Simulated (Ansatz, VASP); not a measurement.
One calculation of SiC, two programs

Contents of POSCAR:

```
SiC
1.0
    2.1740000000     -2.1740000000      0.0000000000
    2.1740000000      0.0000000000     -2.1740000000
   11.2321884000      7.4279058000      7.4279058000
Si C
6 6
Direct
    0.6302298600      0.6302298600      0.0624666667
   -0.5225201400     -0.5225201400      0.8958000000
    0.1996798600      0.1996798600      0.2291333333
    0.3385798600      0.3385798600      0.5624666667
   -0.2308701400     -0.2308701400      0.3958000000
   -0.0919701400     -0.0919701400      0.7291333333
    0.4114923600      0.4114923600      0.4374666667
    0.8420423600      0.8420423600      0.2708000000
   -0.0190576400     -0.0190576400      0.6041333333
    0.1198423600      0.1198423600      0.9374666667
   -0.4496076400     -0.4496076400      0.7708000000
    0.2725923600      0.2725923600      0.1041333333
```

File INCAR.step1:

```
SYSTEM = SiC
PREC     = Accurate       ! precision mode
ENCUT    = 520            ! plane-wave cutoff, eV
ISMEAR   = 0              ! smearing method
SIGMA    = 0.05           ! smearing width, eV
LREAL    = .FALSE.        ! projectors in reciprocal space
LASPH    = .TRUE.         ! aspherical terms in the spheres
NELM     = 60             ! most SCF steps
NBANDS   = 36             ! bands
GGA      = PE             ! functional
ALGO     = Normal         ! electronic algorithm
EDIFF    = 1E-4           ! SCF threshold, eV
LWAVE    = .TRUE.         ! write WAVECAR
LCHARG   = .FALSE.        ! write CHGCAR
```

File INCAR.step2:

```
SYSTEM = SiC
PREC     = Accurate       ! precision mode
ENCUT    = 520            ! plane-wave cutoff, eV
EDIFF    = 1E-6           ! SCF threshold, eV
ISMEAR   = 0              ! smearing method
SIGMA    = 0.05           ! smearing width, eV
LREAL    = .FALSE.        ! projectors in reciprocal space
LASPH    = .TRUE.         ! aspherical terms in the spheres
NELM     = 60             ! most SCF steps
ALGO     = Normal         ! electronic algorithm
ISIF     = 2              ! what is computed and relaxed
LWAVE    = .FALSE.        ! write WAVECAR
LCHARG   = .FALSE.        ! write CHGCAR
METAGGA  = R2SCAN         ! meta-GGA
LMIXTAU  = .TRUE.       
NBANDS   = 36             ! bands
ISTART   = 1
```

The input KPOINTS:

```
regular mesh
0
G
  10 10 2
  0 0 0
```

Input for Ansatz:

```yaml
crystal:
  lattice:
    - [2.174, -2.174, 0.0]
    - [2.174, 0.0, -2.174]
    - [11.2321884, 7.4279058, 7.4279058]
  atoms:
    - { symbol: Si, position: [0.63022986, 0.63022986, 0.0624666667] }
    - { symbol: Si, position: [-0.52252014, -0.52252014, 0.8958] }
    - { symbol: Si, position: [0.19967986, 0.19967986, 0.2291333333] }
    - { symbol: Si, position: [0.33857986, 0.33857986, 0.5624666667] }
    - { symbol: Si, position: [-0.23087014, -0.23087014, 0.3958] }
    - { symbol: Si, position: [-0.09197014, -0.09197014, 0.7291333333] }
    - { symbol: C, position: [0.41149236, 0.41149236, 0.4374666667] }
    - { symbol: C, position: [0.84204236, 0.84204236, 0.2708] }
    - { symbol: C, position: [-0.01905764, -0.01905764, 0.6041333333] }
    - { symbol: C, position: [0.11984236, 0.11984236, 0.9374666667] }
    - { symbol: C, position: [-0.44960764, -0.44960764, 0.7708] }
    - { symbol: C, position: [0.27259236, 0.27259236, 0.1041333333] }
basis:
  ecutwfc: 500
kpoints:
  mp_grid: { grid: [10, 10, 2] }
hamiltonian:
  xc: r2scan
scf:
  occupations: { method: gaussian, width: 0.05 }
output:
  forces: true
  stress: true
  eigenvalues: true
```

Alike in both runs: task single point; functional r2SCAN; k mesh 10 × 10 × 2; occupations gaussian, width 0.05 eV; no spin polarisation.

|  | VASP | Ansatz |
| --- | --- | --- |
| version | VASP 6.6.1 | Ansatz 0.2.0 |
| potentials or method | VASP PAW PBE potentials, release 64 (Si, C), cutoff 520 eV | scalar-relativistic, plane waves, PAW |
| valence electrons in the cell | 48 | 48 |

VASP gave:

- gap on the k mesh at the Fermi level (eV): 1.18
- least direct gap on the mesh (eV): 2.14
- pressure (GPa): -0.9
- traceless stress, the component that is largest in VASP (GPa): 3.26
- rms of the force components (eV/Å): 0.197

Question: What did Ansatz give for the same quantities?

Answer: gap on the k mesh at the Fermi level (eV): 1.19; least direct gap on the mesh (eV): 2.15; pressure (GPa): -0.8; traceless stress, the component that is largest in VASP (GPa): 3.26; rms of the force components (eV/Å): 0.200.

VASP's potentials were made for PBE, not for r2SCAN. Atom by atom the forces differ by 0.006 eV/Å (rms over components).
